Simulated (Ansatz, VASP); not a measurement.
One calculation of Mg, two programs

File INCAR:

```
SYSTEM = Mg
PREC     = Accurate       ! precision mode
ENCUT    = 520            ! plane-wave cutoff, eV
EDIFF    = 1E-7           ! SCF threshold, eV
ISMEAR   = -1             ! smearing method
SIGMA    = 0.1            ! smearing width, eV
LREAL    = .FALSE.        ! projectors in reciprocal space
LASPH    = .TRUE.         ! aspherical terms in the spheres
NELM     = 100            ! most SCF steps
ALGO     = Normal         ! electronic algorithm
ISIF     = 2              ! what is computed and relaxed
LWAVE    = .FALSE.        ! write WAVECAR
LCHARG   = .FALSE.        ! write CHGCAR
GGA      = RP             ! functional
NBANDS   = 9              ! bands
```

File KPOINTS:

```
regular mesh
0
G
  18 18 10
  0 0 0
```

Contents of POSCAR:

```
Mg
1.0
    3.2726370061      0.0000000000      0.0000000000
   -1.6363185030      2.8341867847      0.0000000000
    0.0000000000      0.0000000000      5.3135214885
Mg
2
Direct
    0.3333333333      0.6666666667      0.2500000000
    0.6666666667      0.3333333333      0.7500000000
```

Input for Ansatz:

```yaml
crystal:
  lattice:
    - [3.2726370061, 0.0, 0.0]
    - [-1.636318503, 2.8341867847, 0.0]
    - [0.0, 0.0, 5.3135214885]
  atoms:
    - { symbol: Mg, position: [0.3333333333, 0.6666666667, 0.25] }
    - { symbol: Mg, position: [0.6666666667, 0.3333333333, 0.75] }
hamiltonian:
  xc: rpbe
  pseudopotentials:
    kind: paw
    azcp:
      Mg: "pseudopotentials/Mg.paw.azcp"
basis:
  ecutwfc: 420
  fft_grid_basis: typed
kpoints:
  mp_grid: { grid: [18, 18, 10], shift: [0, 0, 0] }
magnetization:
  spin_polarized: false
scf:
  occupations: { method: fermi_dirac, width: 0.1 }
output:
  stress: true
```

Alike in both runs: task single point; functional RPBE; k mesh 18 × 18 × 10; occupations fermi-dirac, width 0.1 eV; no spin polarisation.

|  | VASP | Ansatz |
| --- | --- | --- |
| version | VASP 6.6.1 | Ansatz 0.2.0 |
| potentials or method | VASP PAW PBE potentials, release 64 (Mg), cutoff 520 eV | plane waves (420 eV) with PAW, scalar-relativistic |
| valence electrons in the cell | 4 | 20 |

|  | VASP | Ansatz | Ansatz less VASP |
| --- | --- | --- | --- |
| pressure (GPa) | -1.4 | -1.2 | +0.18 |

VASP's potentials were made for PBE, not for RPBE. VASP's potentials hold 4 valence electrons a cell and Ansatz's 20, so a difference there can come from the potentials and not from the codes.
